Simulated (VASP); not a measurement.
Here is a VASP 6.6.1 calculation.

File INCAR:

```
SYSTEM = Al2Cu
  PREC = Accurate
  ENCUT = 520
  EDIFF = 1E-6
  ISMEAR = 0
  SIGMA = 0.15
  LREAL = .False.
  LASPH = .True.
  NELM = 100
  ALGO = Fast
  ISIF = 2
  LWAVE = .False.
  LCHARG = .True.
  GGA = PE
  LELF = .True.
  LVHAR = .True.
  NBANDS = 16
```

The input KPOINTS:

```
regular mesh
0
Gamma
  10 10 14
  0 0 0
```

Contents of POSCAR:

```
Al2Cu
1.0
    4.4096000000      0.0000000000      0.0000000000
    0.0000000000      4.4096000000      0.0000000000
    0.0000000000      0.0000000000      3.1155000000
Al Cu
2 1
Direct
    0.5000000000      0.0000000000      0.5000000000
    0.0000000000      0.5000000000      0.5000000000
    0.0000000000      0.0000000000      0.0000000000
```

Potentials or basis: VASP PAW PBE potentials, release 64 (Al, Cu).

The run is started by

```console
$ cat potpaw_PBE.64/Al/POTCAR potpaw_PBE.64/Cu/POTCAR > POTCAR
$ mpirun -np 1 vasp_std > vasp.out
```

(1) What does it give for the pressure?

## Answers

(1) -11.4 GPa.
